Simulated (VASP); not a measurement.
Set up this calculation in VASP 6.6.1, as the native input.

```yaml
Task: single point
Functional: LDA
Potentials_or_basis: VASP PAW LDA potentials, release 64 (Ti_sv, H)
Cutoff: 520 eV
k_mesh: 20 × 20 × 20
Occupations: gaussian, width 0.15 eV
Spin: no spin polarisation
Dipole_correction: no
Further_INCAR_settings: ALGO = Normal; EDIFF = 1e-06; NBANDS = 14
```

The structure of TiH lies in POSCAR:

```
TiH
1.0
    0.0000000000      2.0896972200      2.0896972200
    2.0896972200      0.0000000000      2.0896972200
    2.0896972200      2.0896972200      0.0000000000
Ti H
1 1
Direct
    0.0239269113      0.0239269113     -0.0239269113
    0.5000000000      0.5000000000      0.5000000000
```

This cell differs from its parent crystal: all Ti atoms moved -0.100 Å, as atom 1 towards its neighbour atom 2 (H) at 2.090 Å.

The input as run:

INCAR

```
PREC = Accurate ; ENCUT = 520
EDIFF = 1E-6 ; ISMEAR = 0
SIGMA = 0.15 ; LREAL = False
LASPH = True ; NELM = 80
ALGO = Normal ; ISIF = 2
LWAVE = False ; LCHARG = False
NBANDS = 14
```

KPOINTS

```
regular mesh
0
Gamma
  20 20 20
```

Potentials or basis: VASP PAW LDA potentials, release 64 (Ti_sv, H).

Launch:

```sh
$ cat potpaw_LDA.64/Ti_sv/POTCAR potpaw_LDA.64/H/POTCAR > POTCAR
$ mpirun -np 1 vasp_std > vasp.out
```

It gave:

```yaml
Pressure: -7.4 GPa
Largest_force: 0.293 eV/Å
Band_gap_on_the_k_mesh: zero (an odd number of electrons rules out a gap without spin polarisation)
```

Caveat: the cell differs from its parent crystal (all Ti atoms moved -0.100 Å, as atom 1 towards its neighbour atom 2 (H) at 2.090 Å); the cell stands under tension; an odd number of electrons without spin polarisation forces a metal; a magnetic or distorted state may lie lower.

Run time: 80 s on 1 thread of Intel(R) Xeon(R) Platinum 8259CL CPU @ 2.50GHz (Skylake/Cascade Lake) (shared host), peak memory 0.27 GiB.
